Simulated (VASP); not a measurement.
Ni, 2 atoms in the cell. The typed cell holds 2 atoms: a = 2.457 Å, b = 2.450 Å, c = 3.460 Å, α = 90.00°, β = 90.00°, γ = 90.00°. 

* Program: VASP 6.6.1
* Task: single point
* Functional: PBE
* Potentials or basis: VASP PAW PBE potentials, release 64 (Ni_sv_GW)
* Cutoff: 590 eV
* k mesh: 8 × 9 × 5
* Occupations: fermi-dirac, width 0.05 eV
* Spin: collinear spin, ferromagnetic start
* Starting moments: [1.0, 1.0] μB
* Dipole correction: no
* Second run: valence_matched
* Further INCAR settings: ALGO = Normal; EDIFF = 1e-06; NBANDS = 29

Potentials or basis: VASP PAW PBE potentials, release 64 (Ni_sv_GW).

Launch:

```sh
$ cat potpaw_PBE.64/Ni_sv_GW/POTCAR > POTCAR
$ mpirun -np 1 vasp_std > vasp.out
```

Hardware: 1 thread of Intel(R) Xeon(R) Platinum 8175M CPU @ 2.50GHz (Skylake/Cascade Lake) (shared host).

**Question.** How long does it take, and how much memory?

**Answer.** Wall time 3.2 min on 1 thread of Intel(R) Xeon(R) Platinum 8175M CPU @ 2.50GHz (Skylake/Cascade Lake) (shared host), peak memory 0.24 GiB. Counts: scf iterations 14, k points 111.
